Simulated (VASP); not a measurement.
Set up this calculation in VASP 6.6.1, as the native input.

```yaml
Task: relaxation of cell and atoms
Functional: PBE
Potentials_or_basis: VASP PAW PBE potentials, release 64 (Mg)
Cutoff: 600 eV
k_mesh: 18 × 18 × 8
Occupations: gaussian, width 0.1 eV
Spin: no spin polarisation
Dipole_correction: no
Further_INCAR_settings: ALGO = Normal; EDIFF = 1e-06; IBRION = 2; EDIFFG = -0.005; NSW = 100; ISIF = 3
```

The structure of Mg lies in POSCAR:

```
Mg
1.0
    3.1738570000      0.0000000000      0.0000000000
   -1.5869290000      2.7486410000      0.0000000000
    0.0000000000      0.0000000000      5.1828870000
Mg
2
Direct
    0.0000000000      0.0000000000      0.0000000000
    0.3333333300      0.6666666700      0.5000000000
```

The input as run:

INCAR

```
ALGO     = Normal         # electronic algorithm
EDIFF    = 1E-6           # SCF threshold, eV
EDIFFG   = -0.005         # ionic threshold
ENCUT    = 600            # plane-wave cutoff, eV
GGA      = PE             # functional
IBRION   = 2              # ionic algorithm
ISIF     = 3              # what is computed and relaxed
ISMEAR   = 0              # smearing method
LASPH    = True           # aspherical terms in the spheres
LCHARG   = False          # write CHGCAR
LREAL    = False          # projectors in reciprocal space
LWAVE    = False          # write WAVECAR
NELM     = 100            # most SCF steps
NSW      = 100            # ionic steps
PREC     = Accurate       # precision mode
SIGMA    = 0.1            # smearing width, eV
```

KPOINTS

```
k-points
0
Gamma
  18 18 8
```

Potentials or basis: VASP PAW PBE potentials, release 64 (Mg).

Run with:

```sh
$ cat potpaw_PBE.64/Mg/POTCAR > POTCAR
$ mpirun -np 1 vasp_std > vasp.out
```

Results of the run:

The relaxed volume is 22.86 Å³/atom. The relaxed cell is a = 3.205 Å, b = 3.205 Å, c = 5.139 Å, α = 90.00°, β = 90.00°, γ = 120.00° and the space group after relaxing (to 0.05 Å) is P6_3/mmc (No. 194). The energy gained by relaxing is 1.0 meV/atom, the ionic steps are 7 and the pressure after relaxing is 0.0 GPa. The band gap on the k mesh is zero (band 2 reaches 3.68 eV, above the bottom of band 3 at 1.53 eV).

Run time: 2.1 min on 1 thread of AMD EPYC 7R43 64-Core Processor (Zen 3), on a shared host, peak memory 0.19 GiB.
